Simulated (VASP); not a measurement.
MoS2:

```xyz
3
Lattice="3.2275 0.0000 0.0000 -1.6137 2.7951 0.0000 0.0000 0.0000 6.3125" Properties=species:S:1:pos:R:3 pbc="T T T"
Mo    0.0000    0.0000    3.1562
S     1.6137    0.9317    4.7008
S     0.0000    1.8634    1.6117
```

| Item | Value |
| --- | --- |
| Program | VASP 6.6.1 |
| Task | relaxation of cell and atoms |
| Functional | BLYP |
| Dispersion | D4 |
| Potentials or basis | VASP PAW PBE potentials, release 64 (Mo_sv, S) |
| Cutoff | 600 eV |
| k mesh | 9 × 9 × 4 |
| Occupations | fermi-dirac, width 0.05 eV |
| Spin | no spin polarisation |

At the start: pressure 1.4 GPa; volume 18.98 Å³/atom.

Task: How do energy, volume and symmetry change on relaxing?

Result: Over 17 steps the energy falls by 34.8 meV/atom and the volume is 17.41 Å³/atom (-8.3 %); space group P-3m1 (No. 164, to 0.1 Å) before and after.

The path:
```
step  energy change (eV)  largest force (eV/Å)  pressure (GPa)  volume (Å³)
   1              0.0000                0.6282            1.42        56.94
   2             -0.0012                0.1867           -4.09        58.35
   3             -0.0128                0.1990           -1.50        57.65
   4             -0.0303                0.1711           -1.29        56.82
   5             -0.0707                0.0752           -0.29        54.37
   6             -0.0564                0.2017            3.80        49.61
   7             -0.0834                0.0683            1.18        52.69
   8             -0.0957                0.1536           -0.59        52.70
   9             -0.0969                0.2348           -1.21        52.70
  10             -0.1040                0.0582           -0.01        52.01
  11             -0.1040                0.0522            0.03        51.99
  12             -0.1042                0.0326            0.06        52.05
  13             -0.1043                0.0100            0.10        52.12
  14             -0.1042                0.0351            0.18        52.27
  15             -0.1043                0.0063            0.13        52.17
  16             -0.1043                0.0155           -0.15        52.30
  17             -0.1043                0.0050           -0.02        52.24
```

Final structure:
```
Mo S
1.0
     3.24819    0.00000    0.00000
    -1.62410    2.81302    0.00000
     0.00000    0.00000    5.71703
Mo S
1 2
Cartesian
  0.0000 0.0000 2.8585
  1.6241 0.9377 4.4121
  0.0000 1.8753 1.3049
```

Caveat: the PAW data sets were made with another functional, which shifts forces and pressure a little.
